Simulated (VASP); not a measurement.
# CdSe (F-43m) in VASP: further runs, part 3 of 3

VASP 6.6.1. Earlier steps stand in the parts before.

## (5) Vibrations by perturbation theory, PBEsol

This run uses another cell than the first one, of 26.34 Å³/atom, 1.128 times its volume.

The input, INCAR:

```
  PREC = Accurate
  ENCUT = 520
  EDIFF = 1E-8
  ISMEAR = 0
  SIGMA = 0.01
  LREAL = F
  LASPH = T
  NELM = 80
  ALGO = Normal
  ISIF = 2
  LWAVE = F
  LCHARG = F
  GGA = PS
  IBRION = 8
  NSW = 1
```

The input, KPOINTS:

```
regular mesh
0
Gamma
  6 6 6
```

The input, POSCAR:

```
CdSe
1.0
    2.9752299717      2.9752299717      0.0000000000
   -2.9752299717      2.9752299717      0.0000000000
    0.0000000000      2.9752299717      2.9752299717
Cd Se
1 1
Direct
    0.0000000000      0.0000000000      0.0000000000
    0.7500000000      0.2500000000      0.5000000000
```

Potentials or basis: VASP PAW PBE potentials, release 64 (Cd, Se).

The run is started by

```console
cat potpaw_PBE.64/Cd/POTCAR potpaw_PBE.64/Se/POTCAR > POTCAR
mpirun -np 1 vasp_std > vasp.out
```

OUTCAR:

```text
PREC = Accurate
   ENCUT = 520
   EDIFF = 1E-8
   ISMEAR = 0
   LREAL = F
   LASPH = T
   NELM = 80
   ISIF = 2
   GGA = PS
   IBRION = 8
   NSW = 1

 ion  position               nearest neighbor table
   1  0.000  0.000  0.000-   2 2.58   2 2.58   2 2.58   2 2.58
   2  0.750  0.250  0.500-   1 2.58   1 2.58   1 2.58   1 2.58

  LATTYP: Found a face centered cubic cell.
 ALAT       =     5.9504599434

  Lattice vectors:

 A1 = (   0.0000000000,   2.9752299717,   2.9752299717)
 A2 = (   2.9752299717,   0.0000000000,   2.9752299717)
 A3 = (   2.9752299717,   2.9752299717,   0.0000000000)

Analysis of symmetry for initial positions (statically):
=====================================================================
 Subroutine PRICEL returns:
 Original cell was already a primitive cell.

 Routine SETGRP: Setting up the symmetry group for a
 face centered cubic supercell.

 Subroutine GETGRP returns: Found 24 space group operations
 (whereof 24 operations were pure point group operations)
 out of a pool of 48 trial point group operations.

The static configuration has the point symmetry T_d .

Analysis of symmetry for dynamics (positions and initial velocities):
=====================================================================
 Subroutine PRICEL returns:
 Original cell was already a primitive cell.

 Routine SETGRP: Setting up the symmetry group for a
 face centered cubic supercell.

 Subroutine GETGRP returns: Found 24 space group operations
 (whereof 24 operations were pure point group operations)
 out of a pool of 48 trial point group operations.

[... 428 lines left out ...]
    total drift:                                0.000001     -0.000000      0.000000

  FREE ENERGIE OF THE ION-ELECTRON SYSTEM (eV)
  ---------------------------------------------------
  free  energy   TOTEN  =        -6.1217041775 eV

  energy  without entropy=       -6.1217041775  energy(sigma->0) =       -6.12170418

[... ionic steps 2 to 3 ...]

--------------------------------------- Ionic step        4  -------------------------------------------

------------------------ aborting loop because EDIFF is reached ----------------------------------------

[... ionic steps 5 to 6 ...]

--------------------------------------- Ionic step        7  -------------------------------------------

 Free energy of the ion-electron system (eV)
  ---------------------------------------------------
  ---------------------------------------------------
  free energy    TOTEN  =        -0.08415038 eV

  energy without entropy =       -0.08415038

------------------------ aborting loop because EDIFF is reached ----------------------------------------

 INTERNAL STRAIN TENSOR  FOR ION    2  DIRECTION 1   (eV/Angst):
 -----------------------------------------------------------------------------
     0.01135  0.00000  0.00000
     0.00000 -0.01420  8.87007
     0.00000  8.87007 -0.01420

 INTERNAL STRAIN TENSOR FOR ION    2 for displacements in x,y,z  (eV/Angst):
          X           Y           Z          XY          YZ          ZX
  --------------------------------------------------------------------------------
  x     0.00000    -0.00000    -0.00000     0.00000     8.87007     0.00000
  y    -0.00000    -0.00000    -0.00000     0.00000     0.00000     8.87007
  z    -0.00000    -0.00000     0.00000     8.87007     0.00000     0.00000

 SECOND DERIVATIVES (NOT SYMMETRIZED)
 ------------------------------------
               1X          1Y          1Z          2X          2Y          2Z
  1X    -6.158935    0.000000   -0.000000    6.158935   -0.000000    0.000000
  1Y    -0.000000   -6.158935    0.000000    0.000000    6.158935   -0.000000
  1Z    -0.000000    0.000000   -6.158935    0.000000   -0.000000    6.158935
  2X     6.156334   -0.000000    0.000000   -6.156334    0.000000   -0.000000
  2Y     0.000000    6.156334   -0.000000   -0.000000   -6.156334    0.000000
  2Z     0.000000   -0.000000    6.156334   -0.000000    0.000000   -6.156334

 Eigenvectors and eigenvalues of the dynamical matrix
 ----------------------------------------------------

   1 f  =    5.696128 THz    35.789828 2PiTHz  190.002380 cm-1    23.557282 meV
             X         Y         Z           dx          dy          dz
      0.000000  0.000000  0.000000     0.642420    0.000000   -0.000000
      1.487615  4.462845  1.487615    -0.766352   -0.000000   -0.000000
[... 21 lines left out ...]
   6 f/i=    0.000592 THz     0.003721 2PiTHz    0.019755 cm-1     0.002449 meV
             X         Y         Z           dx          dy          dz
      0.000000  0.000000  0.000000     0.022725    0.588241    0.490665
      1.487615  4.462845  1.487615     0.019050    0.493112    0.411317

--------------------------------------------------------------------------------------------------------

 ELASTIC MODULI CONTR FROM IONIC RELAXATION (kBar)
 Direction    XX          YY          ZZ          XY          YZ          ZX
 --------------------------------------------------------------------------------
 XX          -0.0000     -0.0000      0.0000      0.0000     -0.0000      0.0000
 YY          -0.0000     -0.0000     -0.0000      0.0000      0.0000      0.0000
 ZZ           0.0000     -0.0000     -0.0000     -0.0000      0.0000      0.0000
 XY           0.0000      0.0000     -0.0000   -392.7129     -0.0000     -0.0000
 YZ          -0.0000      0.0000      0.0000     -0.0000   -392.7129      0.0000
 ZX           0.0000      0.0000      0.0000     -0.0000      0.0000   -392.7129
 --------------------------------------------------------------------------------
```

OSZICAR:

```text
N       E                     dE             d eps       ncg     rms          rms(c)
DAV:   1     0.112704489264E+03    0.11270E+03   -0.91219E+03   424   0.127E+03
DAV:   2    -0.163957205698E+01   -0.11434E+03   -0.10997E+03   471   0.296E+02
DAV:   3    -0.647599112280E+01   -0.48364E+01   -0.48285E+01   516   0.629E+01
[... 39 lines left out ...]
RMM:   6    -0.841498218020E-01    0.45417E-05    0.78164E-08  1966   0.105E-03    0.174E-03
RMM:   7    -0.841506433781E-01   -0.82158E-06    0.46399E-08  1904   0.107E-03    0.924E-05
RMM:   8    -0.841504465355E-01    0.19684E-06    0.34503E-09  2012   0.175E-04    0.565E-05
RMM:   9    -0.841502824127E-01    0.16412E-06   -0.43815E-10  1934   0.981E-05    0.103E-05
RMM:  10    -0.841503731294E-01   -0.90717E-07    0.96579E-10  1940   0.147E-05    0.101E-05
RMM:  11    -0.841503826578E-01   -0.95284E-08    0.97603E-10  1774   0.898E-06    0.203E-06
 Linear response finished
```

Run time: 87 s. Hardware: 1 thread of Intel Xeon Platinum 8488C (Sapphire Rapids), shared host; peak memory 0.26 GiB.

Results:

```yaml
Highest_phonon_frequency_at_Γ_LO-TO_splitting_left_out: 190 cm⁻¹
```

Phonon frequencies in cm⁻¹ (negative: imaginary):
```csv
q point,frequencies
"(0.000, 0.000, 0.000)",0 0 0 190 190 190
```

Caveat: the cell wasn't relaxed at this level first, which shifts response properties; the PAW data sets were made with another functional, which shifts forces and pressure a little.

## (6) Vibrations by perturbation theory, PBEsol

This run uses another cell than the first one, of 27.15 Å³/atom, 1.162 times its volume.

The input, INCAR:

```
  PREC = Accurate
  ENCUT = 520
  EDIFF = 1E-8
  ISMEAR = 0
  SIGMA = 0.01
  LREAL = False
  LASPH = True
  NELM = 60
  ALGO = Normal
  ISIF = 2
  LWAVE = False
  LCHARG = False
  GGA = PS
  IBRION = 8
  NSW = 1
```

The input, KPOINTS:

```
Automatic mesh
0
Gamma
  6 6 6
```

The input, POSCAR:

```
CdSe
1.0
    3.0054947588      3.0054947588      0.0000000000
   -3.0054947588      3.0054947588      0.0000000000
    0.0000000000      3.0054947588      3.0054947588
Cd Se
1 1
Direct
    0.0000000000      0.0000000000      0.0000000000
    0.7500000000      0.2500000000      0.5000000000
```

Potentials or basis: VASP PAW PBE potentials, release 64 (Cd, Se).

The run is started by

```console
cat potpaw_PBE.64/Cd/POTCAR potpaw_PBE.64/Se/POTCAR > POTCAR
mpirun -np 1 vasp_std > vasp.out
```

OUTCAR:

```text
PREC = Accurate
   ENCUT = 520
   EDIFF = 1E-8
   ISMEAR = 0
   LREAL = False
   LASPH = True
   NELM = 60
   ISIF = 2
   GGA = PS
   IBRION = 8
   NSW = 1

 ion  position               nearest neighbor table
   1  0.000  0.000  0.000-   2 2.60   2 2.60   2 2.60   2 2.60
   2  0.750  0.250  0.500-   1 2.60   1 2.60   1 2.60   1 2.60

  LATTYP: Found a face centered cubic cell.
 ALAT       =     6.0109895176

  Lattice vectors:

 A1 = (   0.0000000000,   3.0054947588,   3.0054947588)
 A2 = (   3.0054947588,   0.0000000000,   3.0054947588)
 A3 = (   3.0054947588,   3.0054947588,   0.0000000000)

Analysis of symmetry for initial positions (statically):
=====================================================================
 Subroutine PRICEL returns:
 Original cell was already a primitive cell.

 Routine SETGRP: Setting up the symmetry group for a
 face centered cubic supercell.
[... 473 lines left out ...]

 INTERNAL STRAIN TENSOR  FOR ION    2  DIRECTION 1   (eV/Angst):
 -----------------------------------------------------------------------------
     0.01090  0.00000  0.00000
     0.00000 -0.01370  7.58801
     0.00000  7.58801 -0.01370

 INTERNAL STRAIN TENSOR FOR ION    2 for displacements in x,y,z  (eV/Angst):
          X           Y           Z          XY          YZ          ZX
  --------------------------------------------------------------------------------
  x     0.00000     0.00000     0.00000     0.00000     7.58801     0.00000
  y     0.00000    -0.00000     0.00000     0.00000     0.00000     7.58801
  z     0.00000     0.00000     0.00000     7.58801     0.00000     0.00000

 SECOND DERIVATIVES (NOT SYMMETRIZED)
 ------------------------------------
               1X          1Y          1Z          2X          2Y          2Z
  1X    -5.504766    0.000000    0.000000    5.504766    0.000000    0.000000
  1Y     0.000000   -5.504766    0.000000    0.000000    5.504766    0.000000
  1Z     0.000000    0.000000   -5.504766    0.000000    0.000000    5.504766
  2X     5.540157   -0.000000    0.000000   -5.540157    0.000000   -0.000000
  2Y     0.000000    5.540157   -0.000000   -0.000000   -5.540157    0.000000
  2Z     0.000000   -0.000000    5.540157   -0.000000    0.000000   -5.540157

 Eigenvectors and eigenvalues of the dynamical matrix
 ----------------------------------------------------

   1 f  =    5.395967 THz    33.903861 2PiTHz  179.990088 cm-1    22.315917 meV
             X         Y         Z           dx          dy          dz
      0.000000  0.000000  0.000000     0.000000   -0.641132   -0.000000
      1.502747  4.508242  1.502747     0.000000    0.767431    0.000000
[... 21 lines left out ...]
   6 f/i=    0.008507 THz     0.053452 2PiTHz    0.283766 cm-1     0.035183 meV
             X         Y         Z           dx          dy          dz
      0.000000  0.000000  0.000000     0.000000   -0.000000    0.767431
      1.502747  4.508242  1.502747    -0.000000    0.000000    0.641132

--------------------------------------------------------------------------------------------------------

 ELASTIC MODULI CONTR FROM IONIC RELAXATION (kBar)
 Direction    XX          YY          ZZ          XY          YZ          ZX
 --------------------------------------------------------------------------------
 XX          -0.0000      0.0000     -0.0000     -0.0000     -0.0000     -0.0000
 YY           0.0000     -0.0000      0.0000      0.0000     -0.0000      0.0000
 ZZ          -0.0000      0.0000     -0.0000     -0.0000     -0.0000      0.0000
 XY          -0.0000      0.0000     -0.0000   -311.2973      0.0000     -0.0000
 YZ          -0.0000     -0.0000     -0.0000      0.0000   -311.2973      0.0000
 ZX          -0.0000      0.0000      0.0000     -0.0000      0.0000   -311.2973
 --------------------------------------------------------------------------------
```

stdout:

```text
POSCAR found type information on POSCAR CdSe
 POSCAR found :  2 types and       2 ions
 scaLAPACK will be used
 -----------------------------------------------------------------------------
|                                                                             |
|                                                                             |
|     You enforced a specific xc type in the INCAR file but a different       |
|     I HOPE YOU KNOW WHAT YOU ARE DOING!                                     |
|                                                                             |
 -----------------------------------------------------------------------------

 LDA part: xc-table for (Slater+PW92), standard interpolation
 POSCAR, INCAR and KPOINTS ok, starting setup
 FFT: planning ... GRIDC
 FFT: planning ... GRID_SOFT
 FFT: planning ... GRID
 WAVECAR not read
 entering main loop
 Linear response reoptimize wavefunctions to high precision
 Linear response DOF=           2
 Linear response progress:
 first order change of Fermi-energy   0.29343E+00
 force on displaced ion       1 direction 1 :  -5.505   0.000   0.000
 Linear response progress:
 first order change of Fermi-energy  -0.29409E+00
 force on displaced ion       2 direction 1 :  -5.540  -0.000   0.000
 Linear response finished
```

Wall time 69 s (1 thread of Intel Xeon Platinum 8488C (Sapphire Rapids), shared host); peak memory 0.26 GiB.

Results:

```yaml
Highest_phonon_frequency_at_Γ_LO-TO_splitting_left_out: 180 cm⁻¹
```

Phonon frequencies in cm⁻¹ (negative: imaginary):
```
              q point        frequencies
(0.000, 0.000, 0.000)  0 0 0 180 180 180
```

Caveat: the cell wasn't relaxed at this level first, which shifts response properties; the PAW data sets were made with another functional, which shifts forces and pressure a little.
